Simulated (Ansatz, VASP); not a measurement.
# Two plane-wave programs on Mo

Contents of INCAR:

```
SYSTEM = Mo
PREC = Accurate
ENCUT = 520
EDIFF = 1E-7
ISMEAR = -1
SIGMA = 0.05
LREAL = .FALSE.
LASPH = .TRUE.
NELM = 100
ALGO = Normal
ISIF = 2
LWAVE = .FALSE.
LCHARG = .FALSE.
GGA = PE
NBANDS = 13
```

Contents of KPOINTS:

```
Automatic mesh
0
G
  10 10 10
  0 0 0
```

POSCAR

```
Mo
1.0
   -1.5838089719      1.5838089719      1.5996470616
    1.5838089719     -1.5838089719      1.5996470616
    1.5838089719      1.5838089719     -1.5996470616
Mo
1
Direct
    0.0000000000      0.0000000000      0.0000000000
```

Contents of input.yaml:

```yaml
crystal:
  lattice:
    - [-1.5838089719, 1.5838089719, 1.5996470616]
    - [1.5838089719, -1.5838089719, 1.5996470616]
    - [1.5838089719, 1.5838089719, -1.5996470616]
  atoms:
    - { symbol: Mo, position: [0.0, 0.0, 0.0] }
hamiltonian:
  xc: pbe
  pseudopotentials: { kind: paw }
kpoints:
  mp_grid: { grid: [10, 10, 10] }
  band_path:
    path:
      - [[0.0, 0.0, 0.0], [0.0, 0.0, 0.5], [-0.4901480247, 0.4901480247, 0.5], [-0.4950740124, 0.4950740124, 0.4950740124], [0.0, 0.0, 0.0], [0.5, 0.5, -0.5], [0.4950740124, 0.5049259876, -0.4950740124], [0.0, 0.5, 0.0], [0.25, 0.25, 0.25], [0.5, 0.5, -0.4901480247], [0.5, 0.5, -0.5]]
      - [[0.0, 0.0, 0.5], [0.25, 0.25, 0.25]]
    npoints: 14
scf:
  occupations: { method: fermi_dirac, width: 0.05 }
  n_extra_bands: 6
output:
  forces: true
  stress: true
  eigenvalues: true
  fatbands: true
```

Alike in both runs: functional PBE; k mesh 10 × 10 × 10; occupations fermi-dirac, width 0.05 eV; no spin polarisation.

```csv
,VASP,Ansatz
version,VASP 6.6.1,Ansatz 0.2.0
potentials or method,"VASP PAW PBE potentials, release 64 (Mo_sv)",Ansatz PAW
plane-wave cutoff (eV),520,420
valence electrons in the cell,14,14
task,single point,band structure
```

Ansatz gave:

| Property | Result |
| --- | --- |
| gap on the k mesh at the Fermi level (eV) | none |
| pressure (GPa) | -4.4 |
| traceless stress, the component that is largest in VASP (GPa) | -1.38 |

What did VASP give for the same quantities?

gap on the k mesh at the Fermi level (eV): none; pressure (GPa): -3.9; traceless stress, the component that is largest in VASP (GPa): -1.39.

A gap of «none» marks a metal or a gap that the smearing closes.
